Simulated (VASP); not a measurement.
# Si4N in VASP: notebook

Si4N is run at these levels: PBE+D3(BJ); tasks: single point.

All numbers are computed with VASP 6.6.1; they aren't measurements. Logs are shortened: lines on timing, memory, paths and dates and some standing lists are left out, and cuts for length are marked.

**1. The cell of the first run**

The cell holds a slab with vacuum, 5 atoms: a = 3.833 Å, b = 3.833 Å, c = 21.103 Å, α = 90.00°, β = 90.00°, γ = 90.00°.

**2. Single point, PBE+D3(BJ), collinear spin, ferromagnetic start**

File INCAR:

```
PREC = Accurate ; ENCUT = 520
EDIFF = 1E-6 ; ISMEAR = 0
SIGMA = 0.05 ; LREAL = F
LASPH = T ; NELM = 150
ALGO = Normal ; ISIF = 2
LWAVE = F ; LCHARG = F
ISPIN = 2 ; MAGMOM = 0 0 0 0 3
LORBIT = 11 ; LDIPOL = T
IDIPOL = 3 ; DIPOL = 0.5 0.5 0.327
GGA = PE ; IVDW = 12
NBANDS = 22
```

File KPOINTS:

```
Automatic mesh
0
Gamma
  7 7 1
```

File POSCAR:

```
Si4N
1.0
    3.8333442755      0.0000000000      0.0000000000
    0.0000000000      3.8333442755      0.0000000000
    0.0000000000      0.0000000000     21.1034818114
Si N
4 1
Direct
    0.0000000000      0.5000000000      0.1895421825
    0.0000000000      0.0000000000      0.2537634269
    0.5000000000      0.0000000000      0.3207061922
    0.5000000000      0.5000000000      0.3839879070
    0.8750000000      0.6250000000      0.4882361074
```

Potentials or basis: VASP PAW PBE potentials, release 64 (Si, N).

Launch:

```
cat potpaw_PBE.64/Si/POTCAR potpaw_PBE.64/N/POTCAR > POTCAR
mpirun -np 1 vasp_std > vasp.out
```

OUTCAR:

```text
PREC = Accurate
   ENCUT = 520
   EDIFF = 1E-6
   ISMEAR = 0
   LREAL = F
   LASPH = T
   NELM = 150
   ISIF = 2
   ISPIN = 2
   LORBIT = 11
   GGA = PE
   IVDW = 12
 IVDW          = 12

 ion  position               nearest neighbor table
   1  0.000  0.500  0.190-   2 2.35   2 2.35
   2  0.000  0.000  0.254-   1 2.35   1 2.35   3 2.38   3 2.38
   3  0.500  0.000  0.321-   4 2.34   4 2.34   2 2.38   2 2.38
   4  0.500  0.500  0.384-   3 2.34   3 2.34
   5  0.875  0.625  0.488-

  LATTYP: Found a simple tetragonal cell.
 ALAT       =     3.8333442755
 C/A-ratio  =     5.5052404101

  Lattice vectors:

 A1 = (   3.8333442755,   0.0000000000,   0.0000000000)
 A2 = (   0.0000000000,   3.8333442755,   0.0000000000)
 A3 = (   0.0000000000,   0.0000000000,  21.1034818114)

Analysis of symmetry for initial positions (statically):
=====================================================================
 Subroutine PRICEL returns:
 Original cell was already a primitive cell.

 Routine SETGRP: Setting up the symmetry group for a
 simple tetragonal supercell.

 Subroutine GETGRP returns: Found  1 space group operations
 (whereof  1 operations were pure point group operations)
 out of a pool of 16 trial point group operations.

The static configuration has the point symmetry C_1 .

Analysis of symmetry for dynamics (positions and initial velocities):
=====================================================================
 Subroutine PRICEL returns:
 Original cell was already a primitive cell.

 Routine SETGRP: Setting up the symmetry group for a
 simple tetragonal supercell.

 Subroutine GETGRP returns: Found  1 space group operations
 (whereof  1 operations were pure point group operations)
 out of a pool of 16 trial point group operations.

The dynamic configuration has the point symmetry C_1 .

Analysis of structural, dynamic, and magnetic symmetry:
=====================================================================
 Subroutine PRICEL returns:
 Original cell was already a primitive cell.

 Routine SETGRP: Setting up the symmetry group for a
 simple tetragonal supercell.

 Subroutine GETGRP returns: Found  1 space group operations
 (whereof  1 operations were pure point group operations)
 out of a pool of 16 trial point group operations.

The overall configuration has the point symmetry C_1 .

 Subroutine INISYM returns: Found  1 space group operations
 (whereof  1 operations are pure point group operations),
 and found     1 'primitive' translations

----------------------------------------------------------------------------------------

                                     Primitive cell

  volume of cell :     310.1057

  direct lattice vectors                    reciprocal lattice vectors
     3.833344276  0.000000000  0.000000000     0.260868821  0.000000000  0.000000000
     0.000000000  3.833344276  0.000000000     0.000000000  0.260868821  0.000000000
     0.000000000  0.000000000 21.103481811     0.000000000  0.000000000  0.047385546

  length of vectors
     3.833344276  3.833344276 21.103481811     0.260868821  0.260868821  0.047385546

  position of ions in fractional coordinates (direct lattice)
     0.000000000  0.500000000  0.189542182
     0.000000000  0.000000000  0.253763427
     0.500000000  0.000000000  0.320706192
     0.500000000  0.500000000  0.383987907
     0.875000000  0.625000000  0.488236107

  ion indices of the primitive-cell ions
   primitive index   ion index
                 1           1
                 2           2
                 3           3
                 4           4
                 5           5

----------------------------------------------------------------------------------------

 KPOINTS: Automatic mesh

Automatic generation of k-mesh.
 Grid dimensions read from file:
 generate k-points for:    7    7    1

 Generating k-lattice:

  Cartesian coordinates                     Fractional coordinates (reciprocal lattice)
[... 40 lines left out ...]
  0.428571  0.428571  0.000000      2.000000
   k-points           NKPTS =     25   k-points in BZ     NKDIM =     25   number of bands    NBANDS=     22
   number of dos      NEDOS =    301   number of ions     NIONS =      5
   total plane-waves  NPLWV = 144000
   dimension x,y,z NGX =    30 NGY =   30 NGZ =  160
   dimension x,y,z NGXF=    60 NGYF=   60 NGZF=  320
   ions per type =               4   1
   NGX,Y,Z   is equivalent  to a cutoff of  13.01, 13.01, 12.60 a.u.
   NGXF,Y,Z  is equivalent  to a cutoff of  26.02, 26.02, 25.21 a.u.
 SYSTEM =  unknown system
   PREC   = accura    normal or accurate (medium, high low for compatibility)
   ISTART =      0    job   : 0-new  1-cont  2-samecut
   ICHARG =      2    charge: 1-file 2-atom 10-const
   ISPIN  =      2    spin polarized calculation?
   LNONCOLLINEAR =      F non collinear calculations
   LSORBIT =      F    spin-orbit coupling
   LASPH  =      T    aspherical Exc in radial PAW
   ENCUT  =  520.0 eV  38.22 Ry    6.18 a.u.   7.13  7.13 39.24*2*pi/ulx,y,z
   NELM   =    150;   NELMIN=  2; NELMDL= -5     # of ELM steps
   EDIFF  = 0.1E-05   stopping-criterion for ELM
   LREAL  =      F    real-space projection
   EDIFFG = 0.1E-04   stopping-criterion for IOM
   NSW    =      0    number of steps for IOM
   IBRION =     -1    ionic relax: 0-MD 1-quasi-New 2-CG
   NFREE  =      0    steps in history (QN), initial steepest desc. (CG)
   ISIF   =      2    stress and relaxation
   ISYM   =      2    0-nonsym 1-usesym 2-fastsym
   POTIM  = 0.5000    time-step for ionic-motion
   TEBEG  =    0.0;   TEEND  =   0.0 temperature during run
   PSTRESS=    0.0 pullay stress
   NELECT =      21.0000    total number of electrons
   NUPDOWN=      -1.0000    fix difference up-down
   EMIN   =  10.00;   EMAX   =-10.00  energy-range for DOS
   EFERMI =   0.00;   METHOD = LEGACY
   ISMEAR =     0;   SIGMA  =   0.05  broadening in eV -4-tet -1-fermi 0-gaus
   EFERMI_NEDOS =   21; number of points for ismear=-14 and -15
   IALGO  =     38    algorithm
   IMIX   =      4    mixing-type and parameters
     AMIX     =   0.40;   BMIX     =  1.00
     AMIX_MAG =   1.60;   BMIX_MAG =  1.00
  volume/ion in A,a.u.               =      62.02       418.54
  Fermi-wavevector in a.u.,A,eV,Ry     =   0.667285  1.260986  6.058256  0.445269
  Thomas-Fermi vector in A             =   1.741845
   LORBIT       =     11    0 simple, 1 ext, 2 COOP (PROOUT), +10 PAW based schemes
   GGA     = PE    functional components
   LHFCALC =     F    Hartree Fock is set to
   AEXX    =    0.0000 exact exchange contribution
   IVDW    =    12    specifies the selected vdW correction
   LEPSILON=     F    determine dielectric tensor
   LRPA    =     F    only Hartree local field effects (RPA)
 spin polarized calculation
 Gauss-broadening in eV      SIGMA  =   0.05
  energy-cutoff  :      520.00
  volume of cell :      310.11
 maximum number of plane-waves:      8388
 NGX is ok and might be reduce to    30
   NGX = 15   NGY = 15   NGZ = 79

 dipolmoment           0.000000      0.000000     -0.042496 electrons x Angstroem

 number of electron      20.9999999 magnetization       1.8165611

 dipolmoment           0.000000      0.000000      0.070546 electrons x Angstroem

 Free energy of the ion-electron system (eV)
  ---------------------------------------------------
  ext. energy  EPLUGINS =         0.00000000
  ---------------------------------------------------
  free energy    TOTEN  =       -21.88779926 eV

  energy without entropy =      -21.88665788  energy(sigma->0) =      -21.88722857

 E-fermi :  -2.5490     XC(G=0):  -3.7867

 val. band max:       -2.5647383929   @ k =   0.0000   0.1429   0.0000
 cond. band min:      -2.4599970742   @ k =  -0.2857   0.1429   0.0000
 fundamental gap:      0.1047413187
 Fermi energy:        -2.5490175315

 spin component 1

 k-point     1 :       0.0000    0.0000    0.0000
  band No.  band energies     occupation
      1     -16.2626      1.00000
      2     -13.4962      1.00000
      3     -11.3068      1.00000
      4      -7.9808      1.00000
      5      -5.0538      1.00000
      6      -4.6851      1.00000
[... 589 lines left out ...]
     21       5.5022      0.00000
     22       6.3010      0.00000

 [... further k-points ...]

 spin component 2

 k-point     1 :       0.0000    0.0000    0.0000
  band No.  band energies     occupation
      1     -13.6454      1.00000
      2     -12.8534      1.00000
      3     -11.3538      1.00000
      4      -8.0678      1.00000
      5      -4.6740      1.00000
      6      -4.4592      1.00000
[... 589 lines left out ...]
     21       5.5085      0.00000
     22       6.3353      0.00000

 [... further k-points ...]

------------------------ aborting loop because EDIFF is reached ----------------------------------------

 vacuum level on the upper side and lower side of the slab       (xc-potential included)         0.424        -0.423

 Edisp (eV)   -1.02630

 E8    (eV) :    -0.4340

  FORCE on cell =-STRESS in cart. coord.  units (eV):
  Direction    XX          YY          ZZ          XY          YZ          ZX
  --------------------------------------------------------------------------------------
  -------------------------------------------------------------------------------------
  Total      -5.64421    -0.67416    -4.40045    -0.37551    -0.93300    -1.37532
  in kB     -29.16109    -3.48306   -22.73515    -1.94011    -4.82039    -7.10567
  external pressure =      -18.46 kB  Pullay stress =        0.00 kB

 VOLUME and BASIS-vectors are now :
 -----------------------------------------------------------------------------
  energy-cutoff  :      520.00
  volume of cell :      310.11
      direct lattice vectors                 reciprocal lattice vectors
     3.833344276  0.000000000  0.000000000     0.260868821  0.000000000  0.000000000
     0.000000000  3.833344276  0.000000000     0.000000000  0.260868821  0.000000000
     0.000000000  0.000000000 21.103481811     0.000000000  0.000000000  0.047385546

 POSITION                                       TOTAL-FORCE (eV/Angst)
 -----------------------------------------------------------------------------------
      0.00000      1.91667      4.00000        -0.050985      0.030997     -0.018600
      0.00000      0.00000      5.35529         0.116067      0.032760      0.219718
      1.91667      0.00000      6.76802        -0.070898     -0.112941      0.114705
      1.91667      1.91667      8.10348         0.624275      0.443341      1.362226
      3.35418      2.39584     10.30348        -0.618460     -0.394158     -1.678048
 -----------------------------------------------------------------------------------
    total drift:                               -0.000016      0.000040      0.000197

  FREE ENERGIE OF THE ION-ELECTRON SYSTEM (eV)
  ---------------------------------------------------
  free  energy   TOTEN  =       -22.9140994261 eV

  energy  without entropy=      -22.9129580432  energy(sigma->0) =      -22.91352873

 vacuum level on the upper side and lower side of the slab         3.762         2.894

 total charge

# of ion       s       p       d       tot
------------------------------------------
    1        0.862   0.723   0.000   1.586
    2        0.773   0.895   0.000   1.668
    3        0.770   0.900   0.000   1.670
    4        0.836   0.715   0.000   1.551
    5        1.364   1.910   0.000   3.274
--------------------------------------------------
tot          4.605   5.144   0.000   9.749

 magnetization (x)

# of ion       s       p       d       tot
------------------------------------------
    1        0.002  -0.008   0.000  -0.006
    2       -0.000  -0.017   0.000  -0.017
    3        0.003  -0.012   0.000  -0.009
    4       -0.014  -0.143   0.000  -0.157
    5        0.028   1.507   0.000   1.535
--------------------------------------------------
tot          0.019   1.327   0.000   1.346
```

Run time: 8.4 min. Hardware: 1 thread of Intel Xeon 6975P-C (Granite Rapids), shared host; peak memory 0.62 GiB.

What came out:

- Free energy: -22.9141 eV
- Largest force: 1.831 eV/Å
- Net moment: 1.82 μB per cell
- Site moments: Si -0.01, -0.02, -0.16; N +1.53 μB
- Valence electrons inside the program's atomic spheres: Si 1.59, 1.67, 1.55; N 3.27
- Dispersion energy per atom: -0.205 eV

Forces on the atoms (eV/Å):
```
Si  -0.051  0.031 -0.019
Si   0.116  0.033  0.220
Si  -0.071 -0.113  0.115
Si   0.624  0.443  1.362
N   -0.618 -0.394 -1.678
```

Levels at points of the mesh, in eV from the Fermi level:
Spin up:
| k point | band 8 | band 9 | band 10 | band 11 | band 12 | band 13 | band 14 | band 15 |
| --- | --- | --- | --- | --- | --- | --- | --- | --- |
| (0.00, 0.00, 0.00) | -1.92 | -1.74 | -0.86 | -0.59 | 0.88 | 1.43 | 1.79 | 2.04 |
Spin down:
```
           k point  band 6  band 7  band 8  band 9  band 10  band 11  band 12  band 13
(0.00, 0.00, 0.00)   -1.91   -1.82   -0.70   -0.04     0.86     1.46     1.53     1.79
```

(Continued in part 2 of 2.)
